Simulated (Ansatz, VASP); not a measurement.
## BN: VASP beside Ansatz

Contents of POSCAR:

```
BN
1.0
    0.0000000000      1.8770063053      1.8770063053
    1.8770063053      0.0000000000      1.8770063053
    1.8770063053      1.8770063053      0.0000000000
B N
1 1
Direct
    0.0000000000      0.0000000000      0.0000000000
    0.7500000000      0.7500000000      0.7500000000
```

The input INCAR.step1:

```
ALGO = Normal
EDIFF = 1E-4
ENCUT = 520
GGA = PE
ISMEAR = 0
LASPH = T
LCHARG = F
LREAL = F
LWAVE = T
NBANDS = 11
NELM = 80
PREC = Accurate
SIGMA = 0.05
```

Contents of INCAR.step2:

```
ALGO = Normal
EDIFF = 1E-6
ENCUT = 520
ISIF = 2
ISMEAR = 0
ISTART = 1
LASPH = T
LCHARG = T
LELF = T
LMIXTAU = T
LREAL = F
LVHAR = T
LWAVE = F
METAGGA = R2SCAN
NBANDS = 11
NELM = 80
PREC = Accurate
SIGMA = 0.05
```

Contents of KPOINTS:

```
k-points
0
Gamma
  12 12 12
```

Input for Ansatz:

```yaml
crystal:
  lattice:
    - [0.0, 1.8770063053, 1.8770063053]
    - [1.8770063053, 0.0, 1.8770063053]
    - [1.8770063053, 1.8770063053, 0.0]
  atoms:
    - { symbol: B, position: [0.0, 0.0, 0.0] }
    - { symbol: "N", position: [0.75, 0.75, 0.75] }
basis:
  ecutwfc: 500
kpoints:
  mp_grid: { grid: [12, 12, 12] }
hamiltonian:
  xc: r2scan
scf:
  occupations: { method: gaussian, width: 0.05 }
output:
  forces: true
  stress: true
  eigenvalues: true
```

Change from the starting cell: strain +0.040 along x and y, +0.040 along z, atoms carried along.

Alike in both runs: task single point; functional r2SCAN; k mesh 12 × 12 × 12; occupations gaussian, width 0.05 eV; no spin polarisation.

|  | VASP | Ansatz |
| --- | --- | --- |
| version | VASP 6.6.1 | Ansatz 0.2.0 |
| potentials or method | VASP PAW PBE potentials, release 64 (B, N), cutoff 520 eV | scalar-relativistic, plane waves, PAW |
| valence electrons in the cell | 8 | 8 |

VASP gave:

```
gap on the k mesh at the Fermi level (eV) : 4.83
least direct gap on the mesh (eV)         : 8.97
pressure (GPa)                            : -36.4
```

Task: Estimate Ansatz's values.

Result: gap on the k mesh at the Fermi level (eV): 4.84; least direct gap on the mesh (eV): 9.00; pressure (GPa): -37.1.

VASP's potentials were made for PBE, not for r2SCAN. Both programs put the cell under strong tension, so it lies far from rest at this level. With one functional, cell and mesh, what is left measures potentials, basis and numerics.

Noted on VASP's run: the cell as given lies far from equilibrium.
